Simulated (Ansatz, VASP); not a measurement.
Na4H in VASP and in Ansatz

```
Na H
1.0
     7.26651    0.00000    0.00000
    -2.42217    6.85093    0.00000
     0.00000    0.00000   20.96654
Na H
8 2
Cartesian
  1.2111 1.7127 4.0000
  0.0000 5.1382 4.0000
  4.8443 1.7127 4.0000
  3.6333 5.1382 4.0000
  0.0000 0.0000 6.9665
  -1.2111 3.4255 6.9665
  3.6333 0.0000 6.9665
  2.4222 3.4255 6.9665
  -2.1416 5.1382 9.5665
  -1.4916 5.1382 9.5665
```

Alike in both runs: task single point; functional PBE; k mesh 4 × 4 × 1; occupations gaussian, width 0.1 eV; no spin polarisation.

```csv
,VASP,Ansatz
version,VASP 6.6.1,Ansatz 0.2.0
potentials or method,"VASP PAW PBE potentials, release 64 (Na_pv, H), cutoff 520 eV","scalar-relativistic, plane waves, PAW"
valence electrons in the cell,58,74
```

VASP gave:

* gap on the k mesh at the Fermi level (eV): none
* rms of the force components (eV/Å): 1.274
* work function, face that differs most (eV): 2.92

**Question.** Estimate Ansatz's values.

**Answer.** gap on the k mesh at the Fermi level (eV): none; rms of the force components (eV/Å): 1.265; work function, face that differs most (eV): 2.92.

Atom by atom the forces differ by 0.009 eV/Å (rms over components). A gap of «none» marks a metal or a gap that the smearing closes. VASP's potentials hold 58 valence electrons a cell and Ansatz's 74, so a difference there can come from the potentials and not from the codes.
